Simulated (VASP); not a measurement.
Here is a VASP 6.6.1 calculation.

File INCAR:

```
PREC = Accurate
ENCUT = 520
EDIFF = 1E-6
ISMEAR = -1
SIGMA = 0.05
LREAL = Auto
LASPH = T
NELM = 100
ALGO = Normal
ISIF = 2
LWAVE = F
LCHARG = T
GGA = PS
LELF = T
LVHAR = T
NBANDS = 61
```

File KPOINTS:

```
regular mesh
0
Gamma
  1 1 1
```

File POSCAR:

```
Si2H10O
1.0
    8.6267060000      0.0000000000      0.0000000000
    0.0000000000      8.6267060000      0.0000000000
    0.0000000000      0.0000000000      8.6267060000
O H Si
3 30 6
Direct
    0.6952827649      0.7160902435      0.1009423527
    0.7676974270      0.3864510973      0.2039944331
    0.8533848261      0.8257149368      0.4011844150
    0.5937608167      0.6447536290      0.0944276993
    0.7785474548      0.6713570626      0.0289334075
    0.7907653280      0.2743457352      0.2035191648
    0.6725626212      0.3772355288      0.1376307481
    0.7503791134      0.7828596454      0.3683213500
    0.8232226762      0.7944747393      0.5077952118
    0.3113934797      0.4740975292      0.7127633653
    0.5575245059      0.3829387486      0.8929364232
    0.5977832095      0.5618366964      0.7220600772
    0.4308597047      0.6676244676      0.9014217014
    0.6263456759     -0.0521983710      0.5132550014
    0.4969915516      0.1772403047      0.4341865829
    0.3516869591      0.0363870057      0.6412992398
    0.5595067225      0.1794195838      0.6862526670
    0.5057318518      1.0464364962      0.1735308935
    0.2954546034      1.1933987318      0.0251428529
    0.3573090355      0.8994278929     -0.0284349554
    0.2269000474      0.9706833640      0.1909535343
    0.1015567240      0.0909385344      0.5959748715
   -0.0006027793      0.3186963831      0.7327710020
    0.2518922054      0.2887776632      0.5812067781
    0.0044976611      0.3229969817      0.4333867411
    1.1047206199      0.9370320491      0.8984078048
    1.0085309503      0.6605649943      0.8597951524
    0.9849182295      0.8211593162      1.1155010962
    0.8282303813      0.8974456763      0.8530718446
    0.2049913374      0.5496535990      0.0611936932
    0.1214716254      0.6360017369      0.3103965755
    0.1790022750      0.3863351782      0.2708102026
    0.4116635017      0.5487262461      0.2483450810
    0.4689275373      0.5276985213      0.8196523679
    0.5043755983      0.0709077138      0.5633668285
    0.3543878741      1.0299875758      0.0975922907
    0.0632802370      0.2557754953      0.5783088006
    0.9714136543      0.8437287651      0.9338674576
    0.2239904779      0.5339117851      0.2324989399
```

Potentials or basis: VASP PAW PBE potentials, release 64 (O, H, Si).

Launch:

```sh
$ cat potpaw_PBE.64/O/POTCAR potpaw_PBE.64/H/POTCAR potpaw_PBE.64/Si/POTCAR > POTCAR
$ mpirun -np 1 vasp_gam > vasp.out
```

(1) Estimate the band gap on the k mesh.

(2) Estimate the largest force.

## Answers

(1) 4.79 eV.

(2) 3.553 eV/Å.

Caveat: the k points lie up to 0.73 Å⁻¹ apart; the PAW data sets were made with another functional, which shifts forces and pressure a little.
